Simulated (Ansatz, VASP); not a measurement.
# TiO2 in VASP and in Ansatz

```
Ti O
1.0
     5.29100    0.00000    0.00000
    -2.64550    4.58214    0.00000
     0.00000    0.00000    6.13300
Ti O
3 6
Direct
  0.45300 0.00000 0.33333
  0.00000 0.45300 0.66667
  0.54700 0.54700 0.00000
  0.40800 0.30300 0.21500
  0.69700 0.10500 0.54833
  0.89500 0.59200 0.88167
  0.30300 0.40800 0.78500
  0.10500 0.69700 0.45167
  0.59200 0.89500 0.11833
```

Alike in both runs: task single point; functional r2SCAN; k mesh 4 × 4 × 3; no spin polarisation.

|  | VASP | Ansatz |
| --- | --- | --- |
| version | VASP 6.6.1 | Ansatz 0.2.0 |
| potentials or method | VASP PAW PBE potentials, release 64 (Ti_sv, O), cutoff 520 eV | plane waves, PAW |
| occupations | gaussian, width 0.01 eV | fixed |
| valence electrons in the cell | 72 | 72 |

Ansatz gave:

- gap on the k mesh at the Fermi level (eV): 4.27
- pressure (GPa): 3.9
- traceless stress, the component that is largest in VASP (GPa): 3.32

**Question.** Estimate VASP's values.

**Answer.** gap on the k mesh at the Fermi level (eV): 4.26; pressure (GPa): 4.8; traceless stress, the component that is largest in VASP (GPa): 3.76.

VASP's potentials were made for PBE, not for r2SCAN. Ansatz's warnings: structure snapped to symmetry.
